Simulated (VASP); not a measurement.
A run of VASP 6.6.1 is set up as follows.

INCAR

```
PREC = Accurate
ENCUT = 520
EDIFF = 1E-7
ISMEAR = 0
SIGMA = 0.1
LREAL = Auto
LASPH = True
NELM = 80
ALGO = Normal
ISIF = 2
LWAVE = False
LCHARG = False
GGA = PS
NBANDS = 88
```

KPOINTS

```
Automatic mesh
0
Gamma
  2 2 2
```

POSCAR

```
La7Si16
1.0
    0.0000000000      8.6365240000      0.0000000000
    8.6365240000      0.0000000000      0.0000000000
    2.1591310000      2.1591310000     -6.9348390000
Si La
16 7
Direct
    0.2162218908      0.2082739016      0.1736219110
    0.0774099075      0.3726613305      0.6621471674
    0.1661722631      0.4179023573      0.3337404084
    0.2988136699      0.3272613417      0.8400058026
    0.2079283031      0.7079615340      0.1631041470
    0.0804062635      0.7991441493      0.6536506471
    0.1623079842      0.9172812814      0.3192516798
    0.2999989337      0.7556592202      0.8320194600
    0.7005193635      0.2082479358      0.1727939178
    0.5814402947      0.3264629450      0.6757894451
    0.6618471774      0.4156716327      0.3371962925
    0.7935674376      0.2881218439      0.8340386850
    0.7132785367      0.7091405293      0.1646087242
    0.5835449965      0.8373832305      0.6667958694
    0.6743753407      0.9163781418      0.3284572288
    0.7960995880      0.7960643886      0.8243871271
    0.1211387507      0.0387310599     -0.1587549473
   -0.0035352923      0.4952418778      0.0107949154
    0.3799672612      0.6315152219      0.4853427744
    0.5047927694     -0.0026755130      0.0057681224
    0.8712798321      0.1264660621      0.4940310799
    0.5038453949      0.4976998669      0.0095826305
    0.8719003543      0.6276916888      0.4902174369
```

Potentials or basis: VASP PAW PBE potentials, release 64 (Si, La).

Command:

```bash
$ cat potpaw_PBE.64/Si/POTCAR potpaw_PBE.64/La/POTCAR > POTCAR
$ mpirun -np 1 vasp_std > vasp.out
```

Question: Estimate the band gap on the k mesh.

Answer: Zero (an odd number of electrons rules out a gap without spin polarisation).

Question: Predict the pressure.

Answer: -1.0 GPa.

Question: Estimate the largest force.

Answer: 2.051 eV/Å.

Stress tensor (GPa, compression positive):
```
-0.19  0.18 -0.40
 0.18 -1.79 -0.81
-0.40 -0.81 -1.01
```

Caveat: the k points lie up to 0.45 Å⁻¹ apart, too coarse for converged energies and pressures of a metal; the PAW data sets were made with another functional, which shifts forces and pressure a little; spin-orbit coupling is left out, which moves the levels of the heavy elements; an odd number of electrons without spin polarisation forces a metal; a magnetic or distorted state may lie lower.
